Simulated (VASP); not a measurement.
# HPt4 in VASP: notebook

The runs below take HPt4 through single point, with PBEsol.

Everything below comes from runs of VASP 6.6.1. Logs are shortened: lines on timing, memory, paths and dates and some standing lists are left out, and cuts for length are marked.

## Step 1: The cell of the first run

The cell holds a slab with vacuum, 5 atoms: a = 2.770 Å, b = 2.770 Å, c = 25.786 Å, α = 90.00°, β = 90.00°, γ = 120.00°.

## Step 2: Single point, PBEsol

Input file INCAR:

```
SYSTEM = HPt4
ALGO     = Normal         ! electronic algorithm
DIPOL    = 0.5 0.5 0.501
EDIFF    = 1E-7           ! SCF threshold, eV
ENCUT    = 520            ! plane-wave cutoff, eV
GGA      = PS             ! functional
IDIPOL   = 3            
ISIF     = 2              ! what is computed and relaxed
ISMEAR   = 0              ! smearing method
LASPH    = .True.         ! aspherical terms in the spheres
LCHARG   = .True.         ! write CHGCAR
LDIPOL   = .True.       
LELF     = .True.         ! ELF
LREAL    = .False.        ! projectors in reciprocal space
LVACPOTAV= .True.       
LVHAR    = .True.       
LWAVE    = .False.        ! write WAVECAR
NBANDS   = 28             ! bands
NELM     = 100            ! most SCF steps
PREC     = Accurate       ! precision mode
SIGMA    = 0.1            ! smearing width, eV
```

Input file KPOINTS:

```
k-points
0
Gamma
  12 12 1
  0 0 0
```

Input file POSCAR:

```
HPt4
1.0
    2.7704872837      0.0000000000      0.0000000000
   -1.3852436419      2.3993123686      0.0000000000
    0.0000000000      0.0000000000     25.7862801841
Pt H
4 1
Direct
    0.6666666667      0.3333333333      0.3296326550
    0.3333333333      0.6666666667      0.4173573434
    0.0000000000      0.0000000000      0.5055215876
    0.6666666667      0.3333333333      0.5954972623
    0.6666666667      0.3333333333      0.6557457947
```

Potentials or basis: VASP PAW PBE potentials, release 64 (Pt, H).

Started as:

```sh
$ cat potpaw_PBE.64/Pt/POTCAR potpaw_PBE.64/H/POTCAR > POTCAR
$ mpirun -np 1 vasp_std > vasp.out
```

OUTCAR:

```text
SYSTEM = HPt4
   EDIFF = 1E-7
   ENCUT = 520
   GGA = PS
   ISIF = 2
   ISMEAR = 0
   LASPH = .True.
   LREAL = .False.
   NELM = 100
   PREC = Accurate

 ion  position               nearest neighbor table
   1  0.667  0.333  0.330-   2 2.77   2 2.77   2 2.77
   2  0.333  0.667  0.417-   1 2.77   1 2.77   1 2.77   3 2.78   3 2.78   3 2.78
   3  0.000  0.000  0.506-   2 2.78   2 2.78   2 2.78   4 2.82   4 2.82   4 2.82
   4  0.667  0.333  0.595-   5 1.55   3 2.82   3 2.82   3 2.82
   5  0.667  0.333  0.656-   4 1.55

  LATTYP: Found a hexagonal cell.
 ALAT       =     2.7704872837
 C/A-ratio  =     9.3074890962

  Lattice vectors:

 A1 = (   2.7704872837,   0.0000000000,   0.0000000000)
 A2 = (  -1.3852436419,   2.3993123686,   0.0000000000)
 A3 = (   0.0000000000,   0.0000000000,  25.7862801841)

Analysis of symmetry for initial positions (statically):
=====================================================================
 Subroutine PRICEL returns:
 Original cell was already a primitive cell.

 Routine SETGRP: Setting up the symmetry group for a
 hexagonal supercell.

 Subroutine GETGRP returns: Found  6 space group operations
 (whereof  6 operations were pure point group operations)
 out of a pool of 24 trial point group operations.

The static configuration has the point symmetry C_3v.

Analysis of symmetry for dynamics (positions and initial velocities):
=====================================================================
 Subroutine PRICEL returns:
 Original cell was already a primitive cell.

 Routine SETGRP: Setting up the symmetry group for a
 hexagonal supercell.

 Subroutine GETGRP returns: Found  6 space group operations
 (whereof  6 operations were pure point group operations)
 out of a pool of 24 trial point group operations.

The dynamic configuration has the point symmetry C_3v.

 Subroutine INISYM returns: Found  6 space group operations
 (whereof  6 operations are pure point group operations),
 and found     1 'primitive' translations

----------------------------------------------------------------------------------------

                                     Primitive cell

  volume of cell :     171.4082

  direct lattice vectors                    reciprocal lattice vectors
     2.770487284  0.000000000  0.000000000     0.360947334  0.208393041  0.000000000
    -1.385243642  2.399312369  0.000000000     0.000000000  0.416786081  0.000000000
     0.000000000  0.000000000 25.786280184     0.000000000  0.000000000  0.038780312

  length of vectors
     2.770487284  2.770487284 25.786280184     0.416786081  0.416786081  0.038780312

  position of ions in fractional coordinates (direct lattice)
     0.666666667  0.333333333  0.329632655
     0.333333333  0.666666667  0.417357343
     0.000000000  0.000000000  0.505521588
     0.666666667  0.333333333  0.595497262
     0.666666667  0.333333333  0.655745795

  ion indices of the primitive-cell ions
   primitive index   ion index
                 1           1
                 2           2
                 3           3
                 4           4
                 5           5

----------------------------------------------------------------------------------------

 KPOINTS: k-points

Automatic generation of k-mesh.
 Grid dimensions read from file:
 generate k-points for:   12   12    1

 Generating k-lattice:

  Cartesian coordinates                     Fractional coordinates (reciprocal lattice)
     0.030078945  0.017366087  0.000000000     0.083333333  0.000000000  0.000000000
     0.000000000  0.034732173  0.000000000     0.000000000  0.083333333  0.000000000
     0.000000000  0.000000000  0.038780312     0.000000000  0.000000000  1.000000000

  Length of vectors
     0.034732173  0.034732173  0.038780312

  Shift w.r.t. Gamma in fractional coordinates (k-lattice)
     0.000000000  0.000000000  0.000000000

 Subroutine IBZKPT returns following result:
 ===========================================

 Found     19 irreducible k-points:

 Following reciprocal coordinates:
            Coordinates               Weight
  0.000000  0.000000  0.000000      1.000000
  0.083333  0.000000  0.000000      6.000000
  0.166667 -0.000000  0.000000      6.000000
  0.250000  0.000000  0.000000      6.000000
  0.333333  0.000000  0.000000      6.000000
  0.416667 -0.000000  0.000000      6.000000
[... 11 lines left out ...]
  0.333333  0.250000  0.000000     12.000000
  0.333333  0.333333  0.000000      2.000000
   k-points           NKPTS =     19   k-points in BZ     NKDIM =     19   number of bands    NBANDS=     28
   number of dos      NEDOS =    301   number of ions     NIONS =      5
   total plane-waves  NPLWV = 110592
   dimension x,y,z NGX =    24 NGY =   24 NGZ =  192
   dimension x,y,z NGXF=    48 NGYF=   48 NGZF=  384
   ions per type =               4   1
   NGX,Y,Z   is equivalent  to a cutoff of  14.40, 14.40, 12.38 a.u.
   NGXF,Y,Z  is equivalent  to a cutoff of  28.80, 28.80, 24.76 a.u.
 SYSTEM =  HPt4
   PREC   = accura    normal or accurate (medium, high low for compatibility)
   ISTART =      0    job   : 0-new  1-cont  2-samecut
   ICHARG =      2    charge: 1-file 2-atom 10-const
   ISPIN  =      1    spin polarized calculation?
   LNONCOLLINEAR =      F non collinear calculations
   LSORBIT =      F    spin-orbit coupling
   LASPH  =      T    aspherical Exc in radial PAW
   ENCUT  =  520.0 eV  38.22 Ry    6.18 a.u.   5.15  5.15 47.95*2*pi/ulx,y,z
   NELM   =    100;   NELMIN=  2; NELMDL= -5     # of ELM steps
   EDIFF  = 0.1E-06   stopping-criterion for ELM
   LREAL  =      F    real-space projection
   EDIFFG = 0.1E-05   stopping-criterion for IOM
   NSW    =      0    number of steps for IOM
   IBRION =     -1    ionic relax: 0-MD 1-quasi-New 2-CG
   NFREE  =      0    steps in history (QN), initial steepest desc. (CG)
   ISIF   =      2    stress and relaxation
   ISYM   =      2    0-nonsym 1-usesym 2-fastsym
   POTIM  = 0.5000    time-step for ionic-motion
   TEBEG  =    0.0;   TEEND  =   0.0 temperature during run
   PSTRESS=    0.0 pullay stress
   NELECT =      41.0000    total number of electrons
   NUPDOWN=      -1.0000    fix difference up-down
   EMIN   =  10.00;   EMAX   =-10.00  energy-range for DOS
   EFERMI =   0.00;   METHOD = LEGACY
   ISMEAR =     0;   SIGMA  =   0.10  broadening in eV -4-tet -1-fermi 0-gaus
   EFERMI_NEDOS =   21; number of points for ismear=-14 and -15
   IALGO  =     38    algorithm
   IMIX   =      4    mixing-type and parameters
     AMIX     =   0.40;   BMIX     =  1.00
     AMIX_MAG =   1.60;   BMIX_MAG =  1.00
  volume/ion in A,a.u.               =      34.28       231.34
  Fermi-wavevector in a.u.,A,eV,Ry     =   1.016231  1.920397 14.051069  1.032724
  Thomas-Fermi vector in A             =   2.149562
   LORBIT       =      0    0 simple, 1 ext, 2 COOP (PROOUT), +10 PAW based schemes
   GGA     = PS    functional components
   LHFCALC =     F    Hartree Fock is set to
   AEXX    =    0.0000 exact exchange contribution
   IVDW    =     0    specifies the selected vdW correction
   LEPSILON=     F    determine dielectric tensor
   LRPA    =     F    only Hartree local field effects (RPA)
 non-spin polarized calculation
 Gauss-broadening in eV      SIGMA  =   0.10
  energy-cutoff  :      520.00
  volume of cell :      171.41
 maximum number of plane-waves:      4634
 NGX is ok and might be reduce to    24
   NGX = 11   NGY = 11   NGZ = 95

 dipolmoment           0.000000      0.000000      0.006544 electrons x Angstroem

 number of electron      41.0000003 magnetization

 dipolmoment           0.000000      0.000000     -0.033947 electrons x Angstroem

 Free energy of the ion-electron system (eV)
  ---------------------------------------------------
  ext. energy  EPLUGINS =         0.00000000
  ---------------------------------------------------
  free energy    TOTEN  =       -30.13378119 eV

  energy without entropy =      -30.09462053  energy(sigma->0) =      -30.11420086

 E-fermi :   0.4981     XC(G=0):  -5.6835

 val. band max:        0.4907248325   @ k =   0.3333   0.0833   0.0000
 cond. band min:       0.4992169751   @ k =   0.2500   0.0000   0.0000
 fundamental gap:      0.0084921425
 Fermi energy:         0.4980601043

 k-point     1 :       0.0000    0.0000    0.0000
  band No.  band energies     occupation
      1      -9.2625      2.00000
      2      -8.0700      2.00000
      3      -6.8872      2.00000
      4      -6.6496      2.00000
      5      -5.6208      2.00000
      6      -3.3696      2.00000
[... 20 lines left out ...]
     27       5.7787      0.00000
     28       6.3275      0.00000

 k-point     2 :       0.0833    0.0000    0.0000
  band No.  band energies     occupation
      1      -9.0214      2.00000
      2      -7.8396      2.00000
      3      -6.6406      2.00000
      4      -6.4172      2.00000
      5      -5.5440      2.00000
      6      -3.4906      2.00000
[... 20 lines left out ...]
     27       5.9476      0.00000
     28       6.5142      0.00000

 k-point     3 :       0.1667   -0.0000    0.0000
  band No.  band energies     occupation
      1      -8.3485      2.00000
      2      -7.2287      2.00000
      3      -6.0076      2.00000
      4      -5.8161      2.00000
      5      -5.3404      2.00000
      6      -3.9642      2.00000
[... 20 lines left out ...]
     27       6.4420      0.00000
     28       7.0619      0.00000

 k-point     4 :       0.2500    0.0000    0.0000
  band No.  band energies     occupation
      1      -7.4328      2.00000
      2      -6.5364      2.00000
      3      -5.5635      2.00000
      4      -5.3220      2.00000
      5      -5.0390      2.00000
      6      -4.4680      2.00000
[... 423 lines left out ...]
     27       7.9023      0.00000
     28       8.7634      0.00000

 k-point    18 :       0.3333    0.2500    0.0000
  band No.  band energies     occupation
      1      -5.4898      2.00000
      2      -5.2793      2.00000
      3      -4.9233      2.00000
      4      -4.8081      2.00000
      5      -4.5278      2.00000
      6      -4.2783      2.00000
[... 20 lines left out ...]
     27       7.5100      0.00000
     28       8.2021      0.00000

 k-point    19 :       0.3333    0.3333    0.0000
  band No.  band energies     occupation
      1      -5.2645      2.00000
      2      -4.9805      2.00000
      3      -4.9670      2.00000
      4      -4.6433      2.00000
      5      -4.4298      2.00000
      6      -4.3727      2.00000
[... 20 lines left out ...]
     27       7.1197      0.00000
     28       8.7662      0.00000

------------------------ aborting loop because EDIFF is reached ----------------------------------------

  FORCE on cell =-STRESS in cart. coord.  units (eV):
  Direction    XX          YY          ZZ          XY          YZ          ZX
  --------------------------------------------------------------------------------------
  -------------------------------------------------------------------------------------
  Total       -4.5576298     -4.5576298      0.1962669      0.0000000     -0.0000000     -0.0000000
  in kB      -42.6008214    -42.6008214      1.8345351      0.0000000     -0.0000000     -0.0000000
  external PRESSURE =     -27.7890359 kB  Pullay stress =       0.0000000 kB

 VOLUME and BASIS-vectors are now :
 -----------------------------------------------------------------------------
  energy-cutoff  :      520.00
  volume of cell :      171.41
      direct lattice vectors                 reciprocal lattice vectors
     2.770487284  0.000000000  0.000000000     0.360947334  0.208393041  0.000000000
    -1.385243642  2.399312369  0.000000000     0.000000000  0.416786081  0.000000000
     0.000000000  0.000000000 25.786280184     0.000000000  0.000000000  0.038780312

 POSITION                                       TOTAL-FORCE (eV/Angst)
 -----------------------------------------------------------------------------------
      1.38524      0.79977      8.50000         0.000000     -0.000000     -0.112994
     -0.00000      1.59954     10.76209        -0.000000      0.000000      0.141521
      0.00000      0.00000     13.03552         0.000000     -0.000000     -0.024187
      1.38524      0.79977     15.35566        -0.000000      0.000000     -0.053172
      1.38524      0.79977     16.90924         0.000000     -0.000000      0.048832
 -----------------------------------------------------------------------------------
    total drift:                               -0.000000      0.000000     -0.000094

  FREE ENERGIE OF THE ION-ELECTRON SYSTEM (eV)
  ---------------------------------------------------
  free  energy   TOTEN  =       -30.1337811887 eV

  energy  without entropy=      -30.0946205252  energy(sigma->0) =      -30.11420086

 vacuum level on the upper side and lower side of the slab         5.421         6.346
```

It took 2.4 min on 1 thread of Intel Xeon Platinum 8488C (Sapphire Rapids), shared host; peak memory 0.36 GiB.

What came out:

* Free energy: -30.1338 eV
* Largest force: 0.142 eV/Å

Forces on the atoms (eV/Å):
```
Pt   0.000  0.000 -0.113
Pt   0.000  0.000  0.142
Pt   0.000  0.000 -0.024
Pt   0.000  0.000 -0.053
H    0.000  0.000  0.049
```

Caveat: the PAW data sets were made with another functional, which shifts forces and pressure a little; spin-orbit coupling is left out, which moves the levels of the heavy elements.

## Step 3: Single point, PBEsol

Input file INCAR:

```
SYSTEM = HPt4
PREC = Accurate ; ENCUT = 520
EDIFF = 1E-7 ; ISMEAR = 0
SIGMA = 0.1 ; LREAL = .False.
LASPH = .True. ; NELM = 60
ALGO = Normal ; ISIF = 2
LWAVE = .False. ; LCHARG = .True.
LDIPOL = .True. ; IDIPOL = 3
DIPOL = 0.5 0.5 0.496 ; GGA = PS
LELF = .True. ; LVHAR = .True.
LVACPOTAV = .True. ; NBANDS = 28
```

Input file KPOINTS:

```
regular mesh
0
Gamma
  12 12 1
  0 0 0
```

Input file POSCAR:

```
HPt4
1.0
    2.7704872837      0.0000000000      0.0000000000
   -1.3852436419      2.3993123686      0.0000000000
    0.0000000000      0.0000000000     25.7862801841
Pt H
4 1
Direct
    0.6666666667      0.3333333333      0.3296326550
    0.3333333333      0.6666666667      0.4173573434
    0.0000000000      0.0000000000      0.5051419522
    0.6666666667      0.3333333333      0.5964584544
    0.0000000000      0.0000000000      0.6325289331
```

Potentials or basis: VASP PAW PBE potentials, release 64 (Pt, H).

Started as:

```sh
$ cat potpaw_PBE.64/Pt/POTCAR potpaw_PBE.64/H/POTCAR > POTCAR
$ mpirun -np 1 vasp_std > vasp.out
```

It took 2.6 min on 1 thread of Intel Xeon Platinum 8488C (Sapphire Rapids), shared host; peak memory 0.36 GiB.

Results (log left out):

| Item | Value |
| --- | --- |
| Free energy | -30.1649 eV |
| Largest force | 0.073 eV/Å |

Forces in eV/Å, atoms in the order of the input:
```
Pt   0.000  0.000 -0.057
Pt   0.000  0.000  0.073
Pt   0.000  0.000 -0.001
Pt   0.000  0.000 -0.025
H    0.000  0.000  0.009
```

Levels at points of the mesh, in eV from the Fermi level:
```
           k point  band 17  band 18  band 19  band 20  band 21  band 22  band 23  band 24
(0.00, 0.00, 0.00)    -1.61    -1.61    -1.39    -1.39    -0.75    -0.75    -0.07    -0.07
(0.50, 0.00, 0.00)     0.04     0.11     0.16     0.34     0.58     1.60     2.60     2.90
```

Caveat: the PAW data sets were made with another functional, which shifts forces and pressure a little; spin-orbit coupling is left out, which moves the levels of the heavy elements.

(Part 1 of 2 ends here.)
